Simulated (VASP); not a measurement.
**Co: single point with RPBE**

Co:

```xyz
1
Lattice="2.2096 0.0000 0.0000 0.0000 2.2096 0.0000 0.0000 0.0000 2.2096" Properties=species:S:1:pos:R:3 pbc="T T T"
Co    0.0000    0.0000    0.0000
```

This cell differs from its parent crystal: volume scaled by 0.88.

```json
{
  "Program": "VASP 6.6.1",
  "Task": "single point",
  "Functional": "RPBE",
  "Potentials or basis": "VASP PAW PBE potentials, release 64 (Co)",
  "Cutoff": "600 eV",
  "k mesh": "15 × 15 × 15",
  "Occupations": "fermi-dirac, width 0.1 eV",
  "Spin": "no spin polarisation",
  "Dipole correction": "no",
  "Further INCAR settings": "ALGO = Normal; EDIFF = 1e-06; NBANDS = 10"
}
```

```
Pressure : 27.2 GPa
```

Levels at points of the mesh, in eV from the Fermi level:
```csv
k point,band 2,band 3,band 4,band 5,band 6,band 7,band 8,band 9
"(0.00, 0.00, 0.00)",-4.10,-4.10,0.56,0.56,0.56,21.57,21.57,21.57
```

Wall time 10 s on 1 thread of Intel Xeon 6975P-C, on a shared host, peak memory 0.13 GiB.

Caveat: the PAW data sets were made with another functional, which shifts forces and pressure a little; the run has no spin polarisation, though such a crystal can be magnetic. Spin polarisation is off, so any magnetic state and its effect on volume and gap are missing.
